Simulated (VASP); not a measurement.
Write the native input for VASP 6.6.1 that does the following.

| Item | Value |
| --- | --- |
| Task | relaxation of cell and atoms |
| Functional | PBEsol |
| Potentials or basis | VASP PAW PBE potentials, release 64 (Bi_d, P) |
| Cutoff | 600 eV |
| k mesh | 10 × 10 × 8 |
| Occupations | gaussian, width 0.05 eV |
| Spin | no spin polarisation |
| Dipole correction | no |
| Further INCAR settings | ALGO = Normal; EDIFF = 1e-07; IBRION = 2; EDIFFG = -0.01; NSW = 50; ISIF = 3 |

The structure of BiP lies in POSCAR:

```
BiP
1.0
    3.8503612769      0.0000000000      0.0000000000
   -1.9251806384      3.3345106795      0.0000000000
    0.0000000000      0.0000000000      3.7439277789
Bi P
1 1
Direct
    0.0000000000      0.0000000000      0.0000000000
    0.6666666667      0.3333333333      0.5000000000
```

One way to write it, as run:

INCAR

```
PREC = Accurate
ENCUT = 600
EDIFF = 1E-7
ISMEAR = 0
SIGMA = 0.05
LREAL = F
LASPH = T
NELM = 60
ALGO = Normal
ISIF = 3
LWAVE = F
LCHARG = F
GGA = PS
IBRION = 2
NSW = 50
EDIFFG = -0.01
```

KPOINTS

```
regular mesh
0
Gamma
  10 10 8
```

Potentials or basis: VASP PAW PBE potentials, release 64 (Bi_d, P).

Run with:

```console
$ cat potpaw_PBE.64/Bi_d/POTCAR potpaw_PBE.64/P/POTCAR > POTCAR
$ mpirun -np 1 vasp_std > vasp.out
```

Results of the run:

* Pressure after relaxing: 0.0 GPa
* Band gap on the k mesh: zero (bands 10 and 11 overlap by 3.09 eV)

Caveat: the PAW data sets were made with another functional, which shifts forces and pressure a little; spin-orbit coupling is left out, which moves the levels of the heavy elements.

Wall time 71 s on 1 thread of Oxide Virtual Turin-like Processor, with other jobs on the host, peak memory 0.18 GiB.
